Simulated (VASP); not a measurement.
Here is a VASP 6.6.1 calculation.

POSCAR

```
Mg
1.0
   -1.7727644967      1.7727644967      1.7727644967
    1.7727644967     -1.7727644967      1.7727644967
    1.7727644967      1.7727644967     -1.7727644967
Mg
1
Direct
    0.0000000000      0.0000000000      0.0000000000
```

Contents of INCAR.step1:

```
GGA      = PE             # functional
ISMEAR   = 1              # smearing method
SIGMA    = 0.1            # smearing width, eV
LWAVE    = False          # write WAVECAR
LCHARG   = True           # write CHGCAR
NBANDS   = 15             # bands
PREC     = Accurate       # precision mode
LASPH    = True           # aspherical terms in the spheres
LREAL    = False          # projectors in reciprocal space
ALGO     = Normal         # electronic algorithm
EDIFF    = 1E-6           # SCF threshold, eV
NELM     = 120            # most SCF steps
GGA_COMPAT= False        
ENCUT    = 450            # plane-wave cutoff, eV
```

KPOINTS.step1

```
k-points
0
Gamma
  12 12 12
```

File INCAR.step2:

```
GGA      = PE             # functional
ISMEAR   = -5             # smearing method
LWAVE    = False          # write WAVECAR
LCHARG   = False          # write CHGCAR
NBANDS   = 15             # bands
PREC     = Accurate       # precision mode
LASPH    = True           # aspherical terms in the spheres
LREAL    = False          # projectors in reciprocal space
ALGO     = Normal         # electronic algorithm
EDIFF    = 1E-6           # SCF threshold, eV
NELM     = 120            # most SCF steps
GGA_COMPAT= False        
ENCUT    = 450            # plane-wave cutoff, eV
NEDOS    = 4001           # points of the DOS
LORBIT   = 11             # projections on sites
EMIN     = -14.2489     
EMAX     = 10.7511      
ICHARG   = 11             # starting density
```

File KPOINTS.step2:

```
Automatic mesh
0
Gamma
  32 32 32
  0 0 0
```

Potentials or basis: VASP PAW PBE potentials, release 64 (Mg).

Run with:

```bash
$ cat potpaw_PBE.64/Mg/POTCAR > POTCAR
$ cp INCAR.step1 INCAR
$ cp KPOINTS.step1 KPOINTS
$ mpirun -np 1 vasp_std > vasp.out
$ cp INCAR.step2 INCAR
$ cp KPOINTS.step2 KPOINTS
$ mpirun -np 1 vasp_std > vasp.out
```

Question: Predict the density of states at the Fermi level.

Answer: 0.41 states/eV/atom.
